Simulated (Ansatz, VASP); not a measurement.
## One calculation of Hf, two programs

Contents of INCAR:

```
SYSTEM = Hf
ALGO     = Normal         ! electronic algorithm
EDIFF    = 1E-6           ! SCF threshold, eV
ENCUT    = 520            ! plane-wave cutoff, eV
GGA      = PS             ! functional
ISIF     = 2              ! what is computed and relaxed
ISMEAR   = -1             ! smearing method
LASPH    = .True.         ! aspherical terms in the spheres
LCHARG   = .True.         ! write CHGCAR
LELF     = .True.         ! ELF
LREAL    = .False.        ! projectors in reciprocal space
LVHAR    = .True.       
LWAVE    = .False.        ! write WAVECAR
NBANDS   = 11             ! bands
NELM     = 60             ! most SCF steps
PREC     = Accurate       ! precision mode
SIGMA    = 0.1            ! smearing width, eV
```

Contents of KPOINTS:

```
k-points
0
Gamma
  14 14 14
  0 0 0
```

File POSCAR:

```
Hf
1.0
    0.0000000000      2.2671044614      2.2671044614
    2.2671044614      0.0000000000      2.2671044614
    2.2671044614      2.2671044614      0.0000000000
Hf
1
Direct
    0.0000000000      0.0000000000      0.0000000000
```

Input for Ansatz:

```yaml
crystal:
  lattice:
    - [0.0, 2.2671044614, 2.2671044614]
    - [2.2671044614, 0.0, 2.2671044614]
    - [2.2671044614, 2.2671044614, 0.0]
  atoms:
    - { symbol: Hf, position: [0.0, 0.0, 0.0] }
hamiltonian:
  xc: pbesol
  pseudopotentials:
    kind: paw
    azcp:
      Hf: "pseudopotentials/Hf.paw.azcp"
basis:
  ecutwfc: 420
  fft_grid_basis: typed
kpoints:
  mp_grid: { grid: [14, 14, 14], shift: [0, 0, 0] }
magnetization:
  spin_polarized: false
scf:
  occupations: { method: fermi_dirac, width: 0.1 }
  lower_state_search: "off"
output:
  stress: true
```

Alike in both runs: task single point; functional PBEsol; k mesh 14 × 14 × 14; occupations fermi-dirac, width 0.1 eV; no spin polarisation.

|  | VASP | Ansatz |
| --- | --- | --- |
| version | VASP 6.6.1 | Ansatz 0.2.0 |
| potentials or method | VASP PAW PBE potentials, release 64 (Hf_pv), cutoff 520 eV | plane waves (420 eV) with PAW, scalar-relativistic |
| valence electrons in the cell | 10 | 26 |

Ansatz gave:

* pressure (GPa): -7.2

Q: What did VASP give for the same quantities?

A: Pressure (GPa): -7.6.

VASP's potentials were made for PBE, not for PBEsol, and Ansatz warns of the same on its side. With one functional, cell and mesh, what is left measures potentials, basis and numerics. VASP's potentials hold 10 valence electrons a cell and Ansatz's 26, so a difference there can come from the potentials and not from the codes.

Spin-orbit coupling is off throughout.
